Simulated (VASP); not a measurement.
A run of VASP 6.6.1 is set up as follows.

Contents of INCAR:

```
SYSTEM = Au
PREC = Accurate ; ENCUT = 520
EDIFF = 1E-6 ; ISMEAR = -1
SIGMA = 0.06 ; LREAL = .FALSE.
LASPH = .TRUE. ; NELM = 100
ALGO = Normal ; ISIF = 2
LWAVE = .FALSE. ; LCHARG = .FALSE.
NBANDS = 12
```

File KPOINTS:

```
regular mesh
0
G
  12 12 12
  0 0 0
```

Contents of POSCAR:

```
Au
1.0
    0.0000000000      2.0967585000      2.0967585000
    2.0967585000      0.0000000000      2.0967585000
    2.0967585000      2.0967585000      0.0000000000
Au
1
Direct
    0.0000000000      0.0000000000      0.0000000000
```

Potentials or basis: VASP PAW LDA potentials, release 64 (Au).

Launch:

```sh
$ cat potpaw_LDA.64/Au/POTCAR > POTCAR
$ mpirun -np 1 vasp_std > vasp.out
```

Task: Estimate the pressure.

Result: -14.6 GPa.
